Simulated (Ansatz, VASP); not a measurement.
# One calculation of Na2Al, two programs

```
Na Al
1.0
     4.09095    0.00000    0.00000
     0.00000    4.09095    0.00000
     0.00000    0.00000    6.24198
Na Al
4 2
Direct
  0.00000 0.00000 0.00000
  0.50000 0.50000 0.00000
  0.00000 0.50000 0.27000
  0.50000 0.00000 0.73000
  0.00000 0.50000 0.70000
  0.50000 0.00000 0.30000
```

Alike in both runs: task relaxation of cell and atoms; functional PBE; k mesh 4 × 4 × 4; occupations gaussian, width 0.1 eV; no spin polarisation.

|  | VASP | Ansatz |
| --- | --- | --- |
| version | VASP 6.6.1 | Ansatz 0.2.0 |
| potentials or method | VASP PAW PBE potentials, release 64 (Na_sv, Al), cutoff 970 eV | scalar-relativistic, plane waves, PAW |
| valence electrons in the cell | 42 | 42 |

Ansatz gave:

| Property | Result |
| --- | --- |
| gap on the k mesh at the Fermi level, each at its own relaxed structure (eV) | none |
| relaxed volume (Å³/atom) | 30.24 |
| relaxed length of the cell vector where the two differ most in proportion (Å) | 8.387 |

Problem. Which values does VASP return?

Solution. gap on the k mesh at the Fermi level, each at its own relaxed structure (eV): none; relaxed volume (Å³/atom): 28.38; relaxed length of the cell vector where the two differ most in proportion (Å): 7.760.

A gap of «none» marks a metal or a gap that the smearing closes. One of these differences is far larger than is usual between the two programs; its cause wasn't traced.

The k mesh is coarse, so the values compare programs but aren't converged. Noted on VASP's run: the volume moved by over 15 % at a fixed basis, so the end points are rough.
